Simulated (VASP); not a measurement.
# Ti8NO14 (a cell with a defect) in VASP: a series of runs

The runs below take Ti8NO14 (a cell with a defect) through single point, with PBEsol.

Program: VASP 6.6.1. These are calculated values, not measurements. Logs are shortened: lines on timing, memory, paths and dates and some standing lists are left out, and cuts for length are marked.

## 1. The cell of the first run

The cell holds a defect, 23 atoms: a = 7.387 Å, b = 6.690 Å, c = 7.150 Å, α = 64.41°, β = 54.77°, γ = 60.81°.

## 2. Single point, PBEsol

The input, INCAR:

```
PREC = Accurate
ENCUT = 520
EDIFF = 1E-6
ISMEAR = -1
SIGMA = 0.05
LREAL = F
LASPH = T
NELM = 120
ALGO = Normal
ISIF = 2
LWAVE = F
LCHARG = T
GGA = PS
LELF = T
LVHAR = T
NELECT = 184.0
NBANDS = 110
GGA_COMPAT = F
```

The input, KPOINTS:

```
Automatic mesh
0
Gamma
  2 2 2
```

The input, POSCAR:

```
Ti8NO14
1.0
    0.0000000000      5.5196190000      4.9091970000
    4.5453500000      0.0000000000      4.9091970000
    4.5453500000      5.5196190000      0.0000000000
Ti O N
8 14 1
Direct
    0.4666209714      0.2947377600      0.2117878101
    0.5387771445      0.7154226767      0.2874030683
    0.0385068222      0.2158021819      0.2843870225
    0.4606264533      0.2886262249      0.7107828415
    0.9630107649      0.7884703837      0.7118899846
    0.0314004882      0.2122204136      0.7902933642
    0.5309018776      0.7061906653      0.7958342613
    0.9555660651      0.7910047081      0.2192501677
    0.9844756508      0.0941471871      0.6435649803
    0.7808347549      0.1341209904      0.1023829092
    0.3451194013      0.2382670467      0.5300286841
    0.1503431969      0.2592932467      0.9731361592
    0.7080041697      0.3817253727      0.4048565187
    0.5228950481      0.3982474524      0.8565104870
    0.4804943763      0.5949676596      0.1404287345
    0.2890837999      0.6359169690      0.5915581429
    0.8400538051      0.7372440707      0.0353910399
    0.8878056357      0.5344554795      0.7313394538
    0.6112393914      0.9660886319      0.7703338658
    0.6535888793      0.7724508580      0.4594397555
    0.2074451875      0.8672163101      0.9102683721
    0.0157590216      0.9085243184      0.3624996951
    0.1218475343      0.4618200186      0.2583564254
```

Potentials or basis: VASP PAW PBE potentials, release 64 (Ti_sv, O, N).

Run with:

```
$ cat potpaw_PBE.64/Ti_sv/POTCAR potpaw_PBE.64/O/POTCAR potpaw_PBE.64/N/POTCAR > POTCAR
$ mpirun -np 1 vasp_std > vasp.out
```

OUTCAR:

```text
PREC = Accurate
   ENCUT = 520
   EDIFF = 1E-6
   ISMEAR = -1
   LREAL = F
   LASPH = T
   NELM = 120
   ISIF = 2
   GGA = PS
   NELECT = 184.0

 ion  position               nearest neighbor table
   1  0.467  0.295  0.212-  10 1.83  11 1.83  15 1.89  23 2.10  14 2.16
   2  0.539  0.715  0.287-  15 1.88  17 1.92  16 1.94  13 2.03  20 2.07
   3  0.039  0.216  0.284-  12 1.81  13 1.92  23 1.93  22 1.95   9 2.18
   4  0.461  0.289  0.711-  14 1.84  19 1.87  13 1.96  12 1.99  16 2.10  11 2.11
   5  0.963  0.788  0.712-  17 1.87  16 1.89   9 1.95  18 1.96  22 2.12  19 2.12
   6  0.031  0.212  0.790-   9 1.80  18 1.86  10 1.96  11 2.00  21 2.10  12 2.13
   7  0.531  0.706  0.796-  21 1.88  14 1.94  20 1.94  19 2.00  15 2.10  18 2.14
   8  0.956  0.791  0.219-  22 1.85  20 1.90  23 1.91  21 1.95  10 2.08  17 2.14
   9  0.984  0.094  0.644-   6 1.80   5 1.95   3 2.18
  10  0.781  0.134  0.102-   1 1.83   6 1.96   8 2.08
  11  0.345  0.238  0.530-   1 1.83   6 2.00   4 2.11
  12  0.150  0.259  0.973-   3 1.81   4 1.99   6 2.13
  13  0.708  0.382  0.405-   3 1.92   4 1.96   2 2.03
  14  0.523  0.398  0.857-   4 1.84   7 1.94   1 2.16
  15  0.480  0.595  0.140-   2 1.88   1 1.89   7 2.10
  16  0.289  0.636  0.592-   5 1.89   2 1.94   4 2.10
  17  0.840  0.737  0.035-   5 1.87   2 1.92   8 2.14
  18  0.888  0.534  0.731-   6 1.86   5 1.96   7 2.14
  19  0.611  0.966  0.770-   4 1.87   7 2.00   5 2.12
  20  0.654  0.772  0.459-   8 1.90   7 1.94   2 2.07
  21  0.207  0.867  0.910-   7 1.88   8 1.95   6 2.10
  22  0.016  0.909  0.362-   8 1.85   3 1.95   5 2.12
  23  0.122  0.462  0.258-   8 1.91   3 1.93   1 2.10

  LATTYP: Found a face centered orthorhombic cell.
 ALAT       =     9.0907000000
 B/A-ratio  =     1.0800481811
 C/A-ratio  =     1.2143441099

  Lattice vectors:

 A1 = (   0.0000000000,   5.5196190000,  -4.9091970000)
 A2 = (   4.5453500000,   5.5196190000,   0.0000000000)
 A3 = (   4.5453500000,   0.0000000000,  -4.9091970000)

Analysis of symmetry for initial positions (statically):
=====================================================================
 Subroutine PRICEL returns:
 Original cell was already a primitive cell.

 Routine SETGRP: Setting up the symmetry group for a
 face centered orthorhombic supercell.

 Subroutine GETGRP returns: Found  1 space group operations
 (whereof  1 operations were pure point group operations)
 out of a pool of  8 trial point group operations.

The static configuration has the point symmetry C_1 .

Analysis of symmetry for dynamics (positions and initial velocities):
=====================================================================
 Subroutine PRICEL returns:
 Original cell was already a primitive cell.

 Routine SETGRP: Setting up the symmetry group for a
 face centered orthorhombic supercell.

 Subroutine GETGRP returns: Found  1 space group operations
 (whereof  1 operations were pure point group operations)
 out of a pool of  8 trial point group operations.

The dynamic configuration has the point symmetry C_1 .

 Subroutine INISYM returns: Found  1 space group operations
 (whereof  1 operations are pure point group operations),
 and found     1 'primitive' translations

----------------------------------------------------------------------------------------

                                     Primitive cell

  volume of cell :     246.3298

  direct lattice vectors                    reciprocal lattice vectors
     0.000000000  5.519619000  4.909197000    -0.110002530  0.090585963  0.101849651
     4.545350000  0.000000000  4.909197000     0.110002530 -0.090585963  0.101849651
     4.545350000  5.519619000  0.000000000     0.110002530  0.090585963 -0.101849651

  length of vectors
     7.386907952  6.690322997  7.150272759     0.175156286  0.175156286  0.175156286

  position of ions in fractional coordinates (direct lattice)
     0.466620971  0.294737760  0.211787810
     0.538777145  0.715422677  0.287403068
     0.038506822  0.215802182  0.284387022
     0.460626453  0.288626225  0.710782841
     0.963010765  0.788470384  0.711889985
     0.031400488  0.212220414  0.790293364
[... 15 lines left out ...]
     0.015759022  0.908524318  0.362499695
     0.121847534  0.461820019  0.258356425

  ion indices of the primitive-cell ions
   primitive index   ion index
                 1           1
                 2           2
                 3           3
                 4           4
                 5           5
                 6           6
[... 15 lines left out ...]
                22          22
                23          23

----------------------------------------------------------------------------------------

 KPOINTS: Automatic mesh

Automatic generation of k-mesh.
 Grid dimensions read from file:
 generate k-points for:    2    2    2

 Generating k-lattice:

  Cartesian coordinates                     Fractional coordinates (reciprocal lattice)
    -0.055001265  0.045292981  0.050924825     0.500000000  0.000000000 -0.000000000
     0.055001265 -0.045292981  0.050924825     0.000000000  0.500000000  0.000000000
     0.055001265  0.045292981 -0.050924825    -0.000000000  0.000000000  0.500000000

  Length of vectors
     0.087578143  0.087578143  0.087578143

  Shift w.r.t. Gamma in fractional coordinates (k-lattice)
     0.000000000  0.000000000  0.000000000

 Subroutine IBZKPT returns following result:
 ===========================================

 Found      8 irreducible k-points:

 Following reciprocal coordinates:
            Coordinates               Weight
  0.000000  0.000000  0.000000      1.000000
  0.500000  0.000000  0.000000      1.000000
  0.500000  0.500000  0.500000      1.000000
  0.000000  0.500000  0.000000      1.000000
 -0.000000 -0.000000  0.500000      1.000000
  0.500000  0.500000  0.000000      1.000000
  0.500000  0.000000  0.500000      1.000000
  0.000000  0.500000  0.500000      1.000000
   k-points           NKPTS =      8   k-points in BZ     NKDIM =      8   number of bands    NBANDS=    110
   number of dos      NEDOS =    301   number of ions     NIONS =     23
   total plane-waves  NPLWV = 151200
   dimension x,y,z NGX =    56 NGY =   50 NGZ =   54
   dimension x,y,z NGXF=   112 NGYF=  100 NGZF=  108
   ions per type =               8  14   1
   NGX,Y,Z   is equivalent  to a cutoff of  12.60, 12.42, 12.56 a.u.
   NGXF,Y,Z  is equivalent  to a cutoff of  25.21, 24.85, 25.11 a.u.
 SYSTEM =  unknown system
   PREC   = accura    normal or accurate (medium, high low for compatibility)
   ISTART =      0    job   : 0-new  1-cont  2-samecut
   ICHARG =      2    charge: 1-file 2-atom 10-const
   ISPIN  =      1    spin polarized calculation?
   LNONCOLLINEAR =      F non collinear calculations
   LSORBIT =      F    spin-orbit coupling
   LASPH  =      T    aspherical Exc in radial PAW
   ENCUT  =  520.0 eV  38.22 Ry    6.18 a.u.  13.73 12.44 13.29*2*pi/ulx,y,z
   NELM   =    120;   NELMIN=  2; NELMDL= -5     # of ELM steps
   EDIFF  = 0.1E-05   stopping-criterion for ELM
   LREAL  =      F    real-space projection
   EDIFFG = 0.1E-04   stopping-criterion for IOM
   NSW    =      0    number of steps for IOM
   IBRION =     -1    ionic relax: 0-MD 1-quasi-New 2-CG
   NFREE  =      0    steps in history (QN), initial steepest desc. (CG)
   ISIF   =      2    stress and relaxation
   ISYM   =      2    0-nonsym 1-usesym 2-fastsym
   POTIM  = 0.5000    time-step for ionic-motion
   TEBEG  =    0.0;   TEEND  =   0.0 temperature during run
   PSTRESS=    0.0 pullay stress
   NELECT =     184.0000    total number of electrons
   NUPDOWN=      -1.0000    fix difference up-down
   EMIN   =  10.00;   EMAX   =-10.00  energy-range for DOS
   EFERMI =   0.00;   METHOD = LEGACY
   ISMEAR =    -1;   SIGMA  =   0.05  broadening in eV -4-tet -1-fermi 0-gaus
   EFERMI_NEDOS =   21; number of points for ismear=-14 and -15
   IALGO  =     38    algorithm
   IMIX   =      4    mixing-type and parameters
     AMIX     =   0.40;   BMIX     =  1.00
     AMIX_MAG =   1.60;   BMIX_MAG =  1.00
  volume/ion in A,a.u.               =      10.71        72.27
  Fermi-wavevector in a.u.,A,eV,Ry     =   1.485394  2.806989 30.019851  2.206397
  Thomas-Fermi vector in A             =   2.598812
   LORBIT       =      0    0 simple, 1 ext, 2 COOP (PROOUT), +10 PAW based schemes
   GGA     = PS    functional components
   LHFCALC =     F    Hartree Fock is set to
   AEXX    =    0.0000 exact exchange contribution
   IVDW    =     0    specifies the selected vdW correction
   LEPSILON=     F    determine dielectric tensor
   LRPA    =     F    only Hartree local field effects (RPA)
 non-spin polarized calculation
  energy-cutoff  :      520.00
  volume of cell :      246.33
 maximum number of plane-waves:      6651
 NGX is ok and might be reduce to    56
   NGX = 27   NGY = 25   NGZ = 27

 number of electron     184.0000005 magnetization

 Free energy of the ion-electron system (eV)
  ---------------------------------------------------
  ext. energy  EPLUGINS =         0.00000000
  ---------------------------------------------------
  free energy    TOTEN  =      -219.24970740 eV

  energy without entropy =     -219.24756708  energy(sigma->0) =     -219.24863724

 E-fermi :   5.6987     XC(G=0): -11.5646

 val. band max:        5.4287026605   @ k =   0.0000   0.5000   0.5000
 cond. band min:       5.9748858348   @ k =   0.5000   0.5000   0.5000
 fundamental gap:      0.5461831743
 Fermi energy:         5.6987128579

 k-point     1 :       0.0000    0.0000    0.0000
  band No.  band energies     occupation
      1     -52.4105      2.00000
      2     -51.9072      2.00000
      3     -51.8326      2.00000
      4     -51.7289      2.00000
      5     -51.6207      2.00000
      6     -51.5884      2.00000
[... 96 lines left out ...]
    103       7.6424      0.00000
    104       7.6854      0.00000

 k-point     2 :       0.5000    0.0000    0.0000
  band No.  band energies     occupation
      1     -52.4105      2.00000
      2     -51.9071      2.00000
      3     -51.8326      2.00000
      4     -51.7289      2.00000
      5     -51.6202      2.00000
      6     -51.5888      2.00000
[... 738 lines left out ...]
    103       7.7915      0.00000
    104       7.9359      0.00000
 [bands above 104 left out]

------------------------ aborting loop because EDIFF is reached ----------------------------------------

  FORCE on cell =-STRESS in cart. coord.  units (eV):
  Direction    XX          YY          ZZ          XY          YZ          ZX
  --------------------------------------------------------------------------------------
  -------------------------------------------------------------------------------------
  Total      -13.4165728    -14.3285995    -13.1030065      2.0069874      1.1803515      2.0652121
  in kB      -87.2640340    -93.1960358    -85.2245374     13.0538414      7.6772391     13.4325467
  external PRESSURE =     -88.5615357 kB  Pullay stress =       0.0000000 kB

 VOLUME and BASIS-vectors are now :
 -----------------------------------------------------------------------------
  energy-cutoff  :      520.00
  volume of cell :      246.33
      direct lattice vectors                 reciprocal lattice vectors
     0.000000000  5.519619000  4.909197000    -0.110002530  0.090585963  0.101849651
     4.545350000  0.000000000  4.909197000     0.110002530 -0.090585963  0.101849651
     4.545350000  5.519619000  0.000000000     0.110002530  0.090585963 -0.101849651

 POSITION                                       TOTAL-FORCE (eV/Angst)
 -----------------------------------------------------------------------------------
      2.30234      3.74456      3.73766         2.670983     -1.066754      1.182828
      4.55819      4.56020      6.15711        -1.993368      2.860683     -1.258452
      2.27354      1.78225      1.24845         2.917063     -1.844651     -0.580551
      4.54266      6.46573      3.67823        -0.291265     -0.434149     -0.453581
      6.81966      9.24481      8.59837        -0.506369     -0.404916     -0.276387
      4.55678      4.53544      1.19598         0.320190      0.720926      0.565222
[... 15 lines left out ...]
      5.77725      2.08784      4.53749         0.674588      1.358489      0.560696
      3.27345      2.09858      2.86534        -1.262949      0.956297     -0.546813
 -----------------------------------------------------------------------------------
    total drift:                                0.000477     -0.000503     -0.000604

  FREE ENERGIE OF THE ION-ELECTRON SYSTEM (eV)
  ---------------------------------------------------
  free  energy   TOTEN  =      -219.2497074024 eV

  energy  without entropy=     -219.2475670813  energy(sigma->0) =     -219.24863724
```

It took 13 min on 1 thread of Oxide Virtual Turin-like, shared host; peak memory 0.43 GiB.

What came out:

| Property | Result |
| --- | --- |
| Free energy | -219.2497 eV |
| Largest force | 3.707 eV/Å |

Forces in eV/Å, atoms in the order of the input:
```
Ti   2.671 -1.067  1.183
Ti  -1.993  2.861 -1.258
Ti   2.917 -1.845 -0.581
Ti  -0.291 -0.434 -0.454
Ti  -0.506 -0.405 -0.276
Ti   0.320  0.721  0.565
Ti   0.226 -0.747  0.474
Ti  -1.619  0.745 -0.145
O   -1.419 -0.824 -0.175
O   -0.468 -0.256  0.160
O    0.014  0.374 -0.249
O   -0.892 -0.212  0.878
O   -0.222 -0.590  0.353
O    0.662  0.699  0.007
O   -0.235  0.101  0.338
O    0.143 -0.305  0.307
O    0.748 -0.494 -0.515
O    0.703 -0.211  0.018
O   -0.086  0.220 -0.256
O    0.702 -0.972 -1.195
O   -0.786  0.326  0.810
O    0.675  1.358  0.561
N   -1.263  0.956 -0.547
```

Levels at points of the mesh, in eV from the Fermi level:
```csv
k point,band 90,band 91,band 92,band 93,band 94,band 95
"(0.00, 0.00, 0.00)",-1.54,-0.91,-0.30,0.31,0.94,1.08
"(0.50, 0.00, 0.00)",-1.61,-1.07,-0.33,0.45,0.92,1.08
"(0.50, 0.50, 0.50)",-1.70,-1.29,-0.39,0.28,1.12,1.26
"(0.00, 0.50, 0.00)",-1.62,-1.19,-0.40,0.35,0.95,1.14
"(0.00, 0.00, 0.50)",-1.66,-0.95,-0.42,0.41,1.03,1.10
"(0.50, 0.50, 0.00)",-1.43,-1.24,-0.32,0.29,1.08,1.16
"(0.50, 0.00, 0.50)",-1.54,-1.07,-0.33,0.52,1.06,1.14
"(0.00, 0.50, 0.50)",-1.67,-1.13,-0.27,0.32,1.00,1.30
```

Caveat: the k points lie up to 0.55 Å⁻¹ apart; the cell carries a net charge on a neutralising background, which shifts energy and pressure; the cell is charged against a uniform background, so pressure and absolute levels hang on convention; the PAW data sets were made with another functional, which shifts forces and pressure a little.

## 3. Single point, PBEsol

The input, INCAR:

```
ALGO = Normal
EDIFF = 1E-6
ENCUT = 520
GGA = PS
GGA_COMPAT = F
ISIF = 2
ISMEAR = -1
LASPH = T
LCHARG = F
LREAL = F
LWAVE = F
NBANDS = 110
NELECT = 184.0
NELM = 120
PREC = Accurate
SIGMA = 0.05
```

The input, KPOINTS:

```
k-points
0
Gamma
  2 2 2
```

The input, POSCAR:

```
Ti8NO14
1.0
    0.0000000000      5.5196190000      4.9091970000
    4.5453500000      0.0000000000      4.9091970000
    4.5453500000      5.5196190000      0.0000000000
Ti O N
8 14 1
Direct
    0.4541968139      0.3397419912      0.2105269650
    0.5761045998      0.6570219176      0.3111457702
    0.0201577310      0.2071933001      0.3025304835
    0.4417506700      0.2757151396      0.7490019889
    0.9693700588      0.7687897666      0.7075060082
    0.0613127922      0.2223857435      0.7250079666
    0.5373345261      0.7226658365      0.7784403489
    0.9485776883      0.8395762603      0.1790075671
    0.9818893465      0.0720659134      0.6314033464
    0.7932454570      0.1362199933      0.0760342886
    0.3702543548      0.2235869598      0.5414931771
    0.1526611234      0.2566830117      0.9727774259
    0.7028946318      0.3535306859      0.4144370174
    0.5132102838      0.4118171698      0.8726234123
    0.4744950548      0.6268274222      0.1349638590
    0.2899669242      0.6283804145      0.5980545135
    0.8494196552      0.7191454278      0.0420456796
    0.8766636242      0.5348077427      0.7323985230
    0.6143280564      0.9577208958      0.7815057864
    0.6464647903      0.7800575106      0.4534846809
    0.2161431071      0.8721967986      0.8869225212
    0.0202766480      0.8892979728      0.3657123124
    0.1482673449      0.3862697698      0.3031534869
```

Potentials or basis: VASP PAW PBE potentials, release 64 (Ti_sv, O, N).

Run with:

```
$ cat potpaw_PBE.64/Ti_sv/POTCAR potpaw_PBE.64/O/POTCAR potpaw_PBE.64/N/POTCAR > POTCAR
$ mpirun -np 1 vasp_std > vasp.out
```

Run time: 9.5 min. Hardware: 1 thread of Oxide Virtual Turin-like, shared host; peak memory 0.44 GiB.

Results (log left out):

| Item | Value |
| --- | --- |
| Free energy | -220.7805 eV |
| Largest force | 0.160 eV/Å |

Forces on the atoms (eV/Å):
```
Ti  -0.104  0.027 -0.059
Ti   0.082 -0.129  0.045
Ti  -0.035  0.034  0.020
Ti  -0.044 -0.043  0.085
Ti   0.045 -0.006 -0.023
Ti   0.062  0.071 -0.065
Ti  -0.031  0.039  0.002
Ti  -0.061  0.109 -0.080
O   -0.005 -0.012  0.015
O    0.050 -0.037  0.007
O   -0.033  0.004  0.030
O    0.017 -0.024 -0.048
O   -0.002  0.041 -0.019
O   -0.025  0.023 -0.019
O    0.018 -0.017  0.029
O   -0.027  0.024  0.015
O   -0.019 -0.016  0.016
O    0.015 -0.023 -0.008
O   -0.016  0.031  0.009
O    0.001  0.007  0.008
O    0.015 -0.017 -0.011
O    0.008  0.022  0.007
N    0.089 -0.107  0.045
```

Levels at points of the mesh, in eV from the Fermi level:
| k point | band 90 | band 91 | band 92 | band 93 | band 94 | band 95 |
| --- | --- | --- | --- | --- | --- | --- |
| (0.00, 0.00, 0.00) | -1.76 | -1.66 | -0.94 | 0.99 | 1.11 | 1.24 |
| (0.50, 0.00, 0.00) | -1.90 | -1.67 | -1.04 | 0.98 | 1.06 | 1.19 |
| (0.50, 0.50, 0.50) | -1.97 | -1.73 | -1.07 | 1.16 | 1.23 | 1.38 |
| (0.00, 0.50, 0.00) | -1.86 | -1.66 | -1.15 | 1.07 | 1.14 | 1.22 |
| (0.00, 0.00, 0.50) | -1.76 | -1.61 | -1.18 | 1.06 | 1.09 | 1.20 |
| (0.50, 0.50, 0.00) | -1.91 | -1.56 | -1.02 | 1.06 | 1.14 | 1.25 |
| (0.50, 0.00, 0.50) | -1.86 | -1.64 | -0.99 | 1.05 | 1.19 | 1.31 |
| (0.00, 0.50, 0.50) | -1.86 | -1.67 | -1.02 | 0.97 | 1.21 | 1.32 |

Caveat: the k points lie up to 0.55 Å⁻¹ apart; the cell carries a net charge on a neutralising background, which shifts energy and pressure; the cell is charged against a uniform background, so pressure and absolute levels hang on convention; the PAW data sets were made with another functional, which shifts forces and pressure a little.
